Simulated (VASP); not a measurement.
# WSe2 in VASP: single point with PBE

Aim: the single point of WSe2 with PBE.

All numbers are computed with VASP 6.6.1; they aren't measurements. Logs are shortened: lines on timing, memory, paths and dates and some standing lists are left out, and cuts for length are marked.

### Step 1. The cell of the first run

The cell holds a slab with vacuum, 15 atoms: a = 3.271 Å, b = 3.271 Å, c = 44.789 Å, α = 90.00°, β = 90.00°, γ = 120.00°.

### Step 2. Single point, PBE

Contents of INCAR:

```
SYSTEM = WSe2
  ALGO = Normal
  DIPOL = 0.5 0.5 0.500
  EDIFF = 1E-6
  ENCUT = 400
  GGA = PE
  GGA_COMPAT = .False.
  IDIPOL = 3
  ISIF = 2
  ISMEAR = 0
  LASPH = .True.
  LCHARG = .False.
  LDIPOL = .True.
  LREAL = .False.
  LWAVE = .False.
  NBANDS = 78
  NELM = 120
  NELMDL = -8
  PREC = Accurate
  SIGMA = 0.05
```

Contents of KPOINTS:

```
k-points
0
Gamma
  9 9 1
  0 0 0
```

Contents of POSCAR:

```
WSe2
1.0
    3.2711504003      0.0000000000      0.0000000000
   -1.6355752001      2.8328993462      0.0000000000
    0.0000000000      0.0000000000     44.7891756116
Se W
10 5
Direct
    0.3333333333      0.6666666667      0.1674511731
    0.3333333333      0.6666666667      0.2421977774
    0.6666666667      0.3333333333      0.3150389355
    0.6666666667      0.3333333333      0.3897855398
    0.3333333333      0.6666666667      0.4626266978
    0.3333333333      0.6666666667      0.5373733022
    0.6666666667      0.3333333333      0.6102144602
    0.6666666667      0.3333333333      0.6849610645
    0.3333333333      0.6666666667      0.7578022226
    0.3333333333      0.6666666667      0.8325488269
    0.6666666667      0.3333333333      0.2048244753
    0.3333333333      0.6666666667      0.3524122376
    0.6666666667      0.3333333333      0.5000000000
    0.3333333333      0.6666666667      0.6475877624
    0.6666666667      0.3333333333      0.7951755247
```

Potentials or basis: VASP PAW PBE potentials, release 64 (Se, W_sv).

Launch:

```
> cat potpaw_PBE.64/Se/POTCAR potpaw_PBE.64/W_sv/POTCAR > POTCAR
> mpirun -np 1 vasp_std > vasp.out
```

OUTCAR:

```text
SYSTEM = WSe2
   EDIFF = 1E-6
   ENCUT = 400
   GGA = PE
   ISIF = 2
   ISMEAR = 0
   LASPH = .True.
   LREAL = .False.
   NELM = 120
   NELMDL = -8
   PREC = Accurate

 ion  position               nearest neighbor table
   1  0.333  0.667  0.167-  11 2.52  11 2.52  11 2.52
   2  0.333  0.667  0.242-  11 2.52  11 2.52  11 2.52
   3  0.667  0.333  0.315-  12 2.52  12 2.52  12 2.52
   4  0.667  0.333  0.390-  12 2.52  12 2.52  12 2.52
   5  0.333  0.667  0.463-  13 2.52  13 2.52  13 2.52
   6  0.333  0.667  0.537-  13 2.52  13 2.52  13 2.52
   7  0.667  0.333  0.610-  14 2.52  14 2.52  14 2.52
   8  0.667  0.333  0.685-  14 2.52  14 2.52  14 2.52
   9  0.333  0.667  0.758-  15 2.52  15 2.52  15 2.52
  10  0.333  0.667  0.833-  15 2.52  15 2.52  15 2.52
  11  0.667  0.333  0.205-   2 2.52   2 2.52   2 2.52   1 2.52   1 2.52   1 2.52
  12  0.333  0.667  0.352-   3 2.52   3 2.52   3 2.52   4 2.52   4 2.52   4 2.52
  13  0.667  0.333  0.500-   5 2.52   6 2.52   5 2.52   6 2.52   5 2.52   6 2.52
  14  0.333  0.667  0.648-   8 2.52   8 2.52   8 2.52   7 2.52   7 2.52   7 2.52
  15  0.667  0.333  0.795-   9 2.52   9 2.52   9 2.52  10 2.52  10 2.52  10 2.52

  LATTYP: Found a hexagonal cell.
 ALAT       =     3.2711504003
 C/A-ratio  =    13.6921786316

  Lattice vectors:

 A1 = (   3.2711504003,   0.0000000000,   0.0000000000)
 A2 = (  -1.6355752001,   2.8328993462,   0.0000000000)
 A3 = (   0.0000000000,   0.0000000000,  44.7891756116)

Analysis of symmetry for initial positions (statically):
=====================================================================
 Subroutine PRICEL returns:
 Original cell was already a primitive cell.

 Routine SETGRP: Setting up the symmetry group for a
 hexagonal supercell.

 Subroutine GETGRP returns: Found 12 space group operations
 (whereof 12 operations were pure point group operations)
 out of a pool of 24 trial point group operations.

The static configuration has the point symmetry D_3h.

Analysis of symmetry for dynamics (positions and initial velocities):
=====================================================================
 Subroutine PRICEL returns:
 Original cell was already a primitive cell.

 Routine SETGRP: Setting up the symmetry group for a
 hexagonal supercell.

 Subroutine GETGRP returns: Found 12 space group operations
 (whereof 12 operations were pure point group operations)
 out of a pool of 24 trial point group operations.

The dynamic configuration has the point symmetry D_3h.

 Subroutine INISYM returns: Found 12 space group operations
 (whereof 12 operations are pure point group operations),
 and found     1 'primitive' translations

----------------------------------------------------------------------------------------

                                     Primitive cell

  volume of cell :     415.0541

  direct lattice vectors                    reciprocal lattice vectors
     3.271150400  0.000000000  0.000000000     0.305702850  0.176497623  0.000000000
    -1.635575200  2.832899346  0.000000000     0.000000000  0.352995245  0.000000000
     0.000000000  0.000000000 44.789175612     0.000000000  0.000000000  0.022326823

  length of vectors
     3.271150400  3.271150400 44.789175612     0.352995245  0.352995245  0.022326823

  position of ions in fractional coordinates (direct lattice)
     0.333333333  0.666666667  0.167451173
     0.333333333  0.666666667  0.242197777
     0.666666667  0.333333333  0.315038935
     0.666666667  0.333333333  0.389785540
     0.333333333  0.666666667  0.462626698
     0.333333333  0.666666667  0.537373302
     0.666666667  0.333333333  0.610214460
     0.666666667  0.333333333  0.684961065
     0.333333333  0.666666667  0.757802223
     0.333333333  0.666666667  0.832548827
     0.666666667  0.333333333  0.204824475
     0.333333333  0.666666667  0.352412238
     0.666666667  0.333333333  0.500000000
     0.333333333  0.666666667  0.647587762
     0.666666667  0.333333333  0.795175525

  ion indices of the primitive-cell ions
   primitive index   ion index
                 1           1
                 2           2
                 3           3
                 4           4
                 5           5
                 6           6
                 7           7
                 8           8
                 9           9
                10          10
                11          11
                12          12
                13          13
                14          14
                15          15

----------------------------------------------------------------------------------------

 KPOINTS: k-points

Automatic generation of k-mesh.
 Grid dimensions read from file:
 generate k-points for:    9    9    1

 Generating k-lattice:

  Cartesian coordinates                     Fractional coordinates (reciprocal lattice)
     0.033966983  0.019610847  0.000000000     0.111111111  0.000000000  0.000000000
     0.000000000  0.039221694  0.000000000     0.000000000  0.111111111  0.000000000
     0.000000000  0.000000000  0.022326823     0.000000000  0.000000000  1.000000000

  Length of vectors
     0.039221694  0.039221694  0.022326823

  Shift w.r.t. Gamma in fractional coordinates (k-lattice)
     0.000000000  0.000000000  0.000000000

 Subroutine IBZKPT returns following result:
 ===========================================

 Found     12 irreducible k-points:

 Following reciprocal coordinates:
            Coordinates               Weight
  0.000000  0.000000  0.000000      1.000000
  0.111111 -0.000000  0.000000      6.000000
  0.222222  0.000000  0.000000      6.000000
  0.333333 -0.000000  0.000000      6.000000
  0.444444  0.000000  0.000000      6.000000
  0.111111  0.111111  0.000000      6.000000
  0.222222  0.111111  0.000000     12.000000
  0.333333  0.111111  0.000000     12.000000
  0.444444  0.111111  0.000000      6.000000
  0.222222  0.222222  0.000000      6.000000
  0.333333  0.222222  0.000000     12.000000
  0.333333  0.333333  0.000000      2.000000
   k-points           NKPTS =     12   k-points in BZ     NKDIM =     12   number of bands    NBANDS=     78
   number of dos      NEDOS =    301   number of ions     NIONS =     15
   total plane-waves  NPLWV = 169344
   dimension x,y,z NGX =    24 NGY =   24 NGZ =  294
   dimension x,y,z NGXF=    48 NGYF=   48 NGZF=  588
   ions per type =              10   5
   NGX,Y,Z   is equivalent  to a cutoff of  12.20, 12.20, 10.91 a.u.
   NGXF,Y,Z  is equivalent  to a cutoff of  24.39, 24.39, 21.83 a.u.
 SYSTEM =  WSe2
   PREC   = accura    normal or accurate (medium, high low for compatibility)
   ISTART =      0    job   : 0-new  1-cont  2-samecut
   ICHARG =      2    charge: 1-file 2-atom 10-const
   ISPIN  =      1    spin polarized calculation?
   LNONCOLLINEAR =      F non collinear calculations
   LSORBIT =      F    spin-orbit coupling
   LASPH  =      T    aspherical Exc in radial PAW
   ENCUT  =  400.0 eV  29.40 Ry    5.42 a.u.   5.33  5.33 73.04*2*pi/ulx,y,z
   NELM   =    120;   NELMIN=  2; NELMDL= -8     # of ELM steps
   EDIFF  = 0.1E-05   stopping-criterion for ELM
   LREAL  =      F    real-space projection
   EDIFFG = 0.1E-04   stopping-criterion for IOM
   NSW    =      0    number of steps for IOM
   IBRION =     -1    ionic relax: 0-MD 1-quasi-New 2-CG
   NFREE  =      0    steps in history (QN), initial steepest desc. (CG)
   ISIF   =      2    stress and relaxation
   ISYM   =      2    0-nonsym 1-usesym 2-fastsym
   POTIM  = 0.5000    time-step for ionic-motion
   TEBEG  =    0.0;   TEEND  =   0.0 temperature during run
   PSTRESS=    0.0 pullay stress
   NELECT =     130.0000    total number of electrons
   NUPDOWN=      -1.0000    fix difference up-down
   EMIN   =  10.00;   EMAX   =-10.00  energy-range for DOS
   EFERMI =   0.00;   METHOD = LEGACY
   ISMEAR =     0;   SIGMA  =   0.05  broadening in eV -4-tet -1-fermi 0-gaus
   EFERMI_NEDOS =   21; number of points for ismear=-14 and -15
   IALGO  =     38    algorithm
   IMIX   =      4    mixing-type and parameters
     AMIX     =   0.40;   BMIX     =  1.00
     AMIX_MAG =   1.60;   BMIX_MAG =  1.00
  volume/ion in A,a.u.               =      27.67       186.73
  Fermi-wavevector in a.u.,A,eV,Ry     =   1.111786  2.100970 16.817715  1.236067
  Thomas-Fermi vector in A             =   2.248353
   LORBIT       =      0    0 simple, 1 ext, 2 COOP (PROOUT), +10 PAW based schemes
   GGA     = PE    functional components
   LHFCALC =     F    Hartree Fock is set to
   AEXX    =    0.0000 exact exchange contribution
   IVDW    =     0    specifies the selected vdW correction
   LEPSILON=     F    determine dielectric tensor
   LRPA    =     F    only Hartree local field effects (RPA)
 non-spin polarized calculation
 Gauss-broadening in eV      SIGMA  =   0.05
  energy-cutoff  :      400.00
  volume of cell :      415.05
 maximum number of plane-waves:      7623
 NGX is ok and might be reduce to    24
   NGX = 11   NGY = 11   NGZ =147

 dipolmoment           0.000000      0.000000      0.000000 electrons x Angstroem

 number of electron     129.9999994 magnetization

 dipolmoment           0.000000      0.000000     -0.000000 electrons x Angstroem

 Free energy of the ion-electron system (eV)
  ---------------------------------------------------
  ext. energy  EPLUGINS =         0.00000000
  ---------------------------------------------------
  free energy    TOTEN  =      -107.84188513 eV

  energy without entropy =     -107.84188513  energy(sigma->0) =     -107.84188513

 E-fermi :   3.5330     XC(G=0):  -8.1077

 val. band max:        3.1893243079   @ k =   0.0000   0.0000   0.0000
 cond. band min:       4.4411648107   @ k =   0.2222   0.1111   0.0000
 fundamental gap:      1.2518405028
 Fermi energy:         3.5330173320

 k-point     1 :       0.0000    0.0000    0.0000
  band No.  band energies     occupation
      1     -70.9945      2.00000
      2     -70.9944      2.00000
      3     -70.9944      2.00000
      4     -70.9919      2.00000
      5     -70.9919      2.00000
      6     -35.2555      2.00000
[... 69 lines left out ...]
     76       6.1527      0.00000
     77       6.1597      0.00000

 k-point     2 :       0.1111   -0.0000    0.0000
  band No.  band energies     occupation
      1     -70.9932      2.00000
      2     -70.9931      2.00000
      3     -70.9931      2.00000
      4     -70.9906      2.00000
      5     -70.9906      2.00000
      6     -35.2499      2.00000
[... 69 lines left out ...]
     76       5.8912      0.00000
     77       5.9265      0.00000
[... 718 lines left out ...]
     76       6.1300      0.00000
     77       6.2945      0.00000

 k-point    12 :       0.3333    0.3333    0.0000
  band No.  band energies     occupation
      1     -70.9818      2.00000
      2     -70.9817      2.00000
      3     -70.9817      2.00000
      4     -70.9792      2.00000
      5     -70.9792      2.00000
      6     -35.2974      2.00000
[... 69 lines left out ...]
     76       6.4826      0.00000
     77       6.4887      0.00000
 [bands above 77 left out]

------------------------ aborting loop because EDIFF is reached ----------------------------------------

 vacuum level on the upper side and lower side of the slab       (xc-potential included)        -0.160        -0.160

  FORCE on cell =-STRESS in cart. coord.  units (eV):
  Direction    XX          YY          ZZ          XY          YZ          ZX
  --------------------------------------------------------------------------------------
  -------------------------------------------------------------------------------------
  Total        9.9147589      9.9147589      9.4553247      0.0000000     -0.0000000     -0.0000000
  in kB       38.2726041     38.2726041     36.4991123      0.0000000     -0.0000000     -0.0000000
  external PRESSURE =      37.6814402 kB  Pullay stress =       0.0000000 kB

 VOLUME and BASIS-vectors are now :
 -----------------------------------------------------------------------------
  energy-cutoff  :      400.00
  volume of cell :      415.05
      direct lattice vectors                 reciprocal lattice vectors
     3.271150400  0.000000000  0.000000000     0.305702850  0.176497623  0.000000000
    -1.635575200  2.832899346  0.000000000     0.000000000  0.352995245  0.000000000
     0.000000000  0.000000000 44.789175612     0.000000000  0.000000000  0.022326823

 POSITION                                       TOTAL-FORCE (eV/Angst)
 -----------------------------------------------------------------------------------
     -0.00000      1.88860      7.50000        -0.000000     -0.000000     -0.451355
     -0.00000      1.88860     10.84784        -0.000000      0.000000      0.376661
      1.63558      0.94430     14.11033         0.000000      0.000000     -0.375259
      1.63558      0.94430     17.45817        -0.000000     -0.000000      0.375176
     -0.00000      1.88860     20.72067         0.000000      0.000000     -0.374798
     -0.00000      1.88860     24.06851         0.000000     -0.000000      0.374798
      1.63558      0.94430     27.33100         0.000000      0.000000     -0.375176
      1.63558      0.94430     30.67884         0.000000     -0.000000      0.375259
     -0.00000      1.88860     33.94134        -0.000000      0.000000     -0.376661
     -0.00000      1.88860     37.28918        -0.000000     -0.000000      0.451355
      1.63558      0.94430      9.17392        -0.000000     -0.000000     -0.039800
     -0.00000      1.88860     15.78425        -0.000000      0.000000     -0.000560
      1.63558      0.94430     22.39459        -0.000000     -0.000000     -0.000000
     -0.00000      1.88860     29.00492        -0.000000     -0.000000      0.000560
      1.63558      0.94430     35.61526         0.000000      0.000000      0.039800
 -----------------------------------------------------------------------------------
    total drift:                               -0.000000      0.000000      0.000000

  FREE ENERGIE OF THE ION-ELECTRON SYSTEM (eV)
  ---------------------------------------------------
  free  energy   TOTEN  =      -107.8418851346 eV

  energy  without entropy=     -107.8418851346  energy(sigma->0) =     -107.84188513

 vacuum level on the upper side and lower side of the slab         7.984         7.984
```

Wall time 19 min (1 thread of Oxide Virtual Turin-like, shared host); peak memory 0.5 GiB.

What came out:

| Property | Result |
| --- | --- |
| Free energy | -107.8419 eV |
| Largest force | 0.451 eV/Å |
| Band gap on the k mesh | 1.25 eV (least direct gap 1.61 eV) |

Forces in eV/Å, atoms in the order of the input:
```
Se   0.000  0.000 -0.451
Se   0.000  0.000  0.377
Se   0.000  0.000 -0.375
Se   0.000  0.000  0.375
Se   0.000  0.000 -0.375
Se   0.000  0.000  0.375
Se   0.000  0.000 -0.375
Se   0.000  0.000  0.375
Se   0.000  0.000 -0.377
Se   0.000  0.000  0.451
W    0.000  0.000 -0.040
W    0.000  0.000 -0.001
W    0.000  0.000  0.000
W    0.000  0.000  0.001
W    0.000  0.000  0.040
```

Caveat: spin-orbit coupling is left out, which moves the levels of the heavy elements.
